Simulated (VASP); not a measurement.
Input of a VASP 6.6.1 run:

Contents of INCAR:

```
SYSTEM = BaTiO3
PREC     = Accurate       ! precision mode
ENCUT    = 520            ! plane-wave cutoff, eV
EDIFF    = 1E-8           ! SCF threshold, eV
ISMEAR   = -1             ! smearing method
SIGMA    = 0.05           ! smearing width, eV
LREAL    = .False.        ! projectors in reciprocal space
LASPH    = .True.         ! aspherical terms in the spheres
NELM     = 80             ! most SCF steps
ALGO     = Normal         ! electronic algorithm
ISIF     = 2              ! what is computed and relaxed
LWAVE    = .False.        ! write WAVECAR
LCHARG   = .False.        ! write CHGCAR
GGA      = PE             ! functional
LEFG     = .True.       
NBANDS   = 28             ! bands
```

File KPOINTS:

```
regular mesh
0
Gamma
  8 8 8
  0 0 0
```

Contents of POSCAR:

```
BaTiO3
1.0
    4.0073000000      0.0000000000      0.0000000000
    0.0000000000      4.0073000000      0.0000000000
    0.0000000000      0.0000000000      3.9271540000
Ba Ti O
1 1 3
Direct
    0.5000000000      0.5000000000      0.5000000000
    0.0000000000      0.0000000000      0.0000000000
    0.5000000000      0.0000000000      0.0000000000
    0.0000000000      0.5000000000      0.0000000000
    0.0000000000      0.0000000000      0.5000000000
```

Potentials or basis: VASP PAW PBE potentials, release 64 (Ba_sv, Ti_sv, O).

Launch:

```bash
$ cat potpaw_PBE.64/Ba_sv/POTCAR potpaw_PBE.64/Ti_sv/POTCAR potpaw_PBE.64/O/POTCAR > POTCAR
$ mpirun -np 1 vasp_std > vasp.out
```

Predict the band gap on the k mesh.

1.74 eV, indirect (least direct gap 1.87 eV).

Predict the pressure.

7.1 GPa.

Stress tensor (GPa, compression positive):
```
 5.61  0.00  0.00
 0.00  5.61  0.00
 0.00  0.00 10.01
```

Caveat: the cell differs from its parent crystal (zz strain of -2 %); without QUAD_EFG the Cq values of the log hold for a quadrupole moment of 1 mb, not for the nuclei; spin-orbit coupling is left out, which moves the levels of the heavy elements. A k mesh can miss the band edges.
